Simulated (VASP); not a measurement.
Au: relaxation of cell and atoms with PBEsol

The system is Au.

```
CELL_PARAMETERS angstrom
-1.65727 1.65727 1.65727
1.65727 -1.65727 1.65727
1.65727 1.65727 -1.65727
ATOMIC_POSITIONS crystal
Au 0.00000 0.00000 0.00000
```

| Item | Value |
| --- | --- |
| Program | VASP 6.6.1 |
| Task | relaxation of cell and atoms |
| Functional | PBEsol |
| Potentials or basis | VASP PAW PBE potentials, release 64 (Au) |
| Cutoff | 600 eV |
| k mesh | 11 × 11 × 11 |
| Occupations | fermi-dirac, width 0.05 eV |
| Spin | no spin polarisation |
| Dipole correction | no |
| Further INCAR settings | ALGO = Normal; EDIFF = 1e-06; IBRION = 2; EDIFFG = -0.01; NSW = 60; ISIF = 3 |

The relaxed volume is 17.07 Å³/atom and the relaxed cell is a = 2.810 Å, b = 2.810 Å, c = 2.810 Å, α = 109.47°, β = 109.47°, γ = 109.47°. The space group after relaxing (to 0.05 Å) is Im-3m (No. 229) and the energy gained by relaxing is 34.3 meV/atom. The ionic steps are 4 and the pressure after relaxing is 0.0 GPa.

The path:
| step | energy change (eV) | largest force (eV/Å) | pressure (GPa) | volume (Å³) |
| --- | --- | --- | --- | --- |
| 1 | 0.0000 | 0.0000 | -8.99 | 18.21 |
| 2 | 0.0428 | 0.0000 | 19.17 | 15.64 |
| 3 | -0.0343 | 0.0000 | -0.23 | 17.10 |
| 4 | -0.0343 | 0.0000 | -0.03 | 17.07 |

Final structure:
```cif
data_structure
_symmetry_space_group_name_H-M 'P 1'
_symmetry_Int_Tables_number 1
_cell_length_a 2.8096
_cell_length_b 2.8096
_cell_length_c 2.8096
_cell_angle_alpha 109.471
_cell_angle_beta 109.471
_cell_angle_gamma 109.471
_cell_volume 17.07
loop_
_atom_site_label
_atom_site_type_symbol
_atom_site_fract_x
_atom_site_fract_y
_atom_site_fract_z
_atom_site_occupancy
Au1 Au 0.00000 0.00000 0.00000 1
```

Levels at points of the mesh, in eV from the Fermi level:
```tsv
k point	band 2	band 3	band 4	band 5	band 6	band 7	band 8	band 9
(0.00, 0.00, 0.00)	-4.69	-4.69	-4.69	-2.74	-2.74	16.65	16.65	16.65
```

It took 9.1 s on 1 thread of Intel(R) Xeon(R) 6975P-C (Granite Rapids) (shared host), peak memory 0.16 GiB.

Caveat: the PAW data sets were made with another functional, which shifts forces and pressure a little; spin-orbit coupling is left out, which moves the levels of the heavy elements.
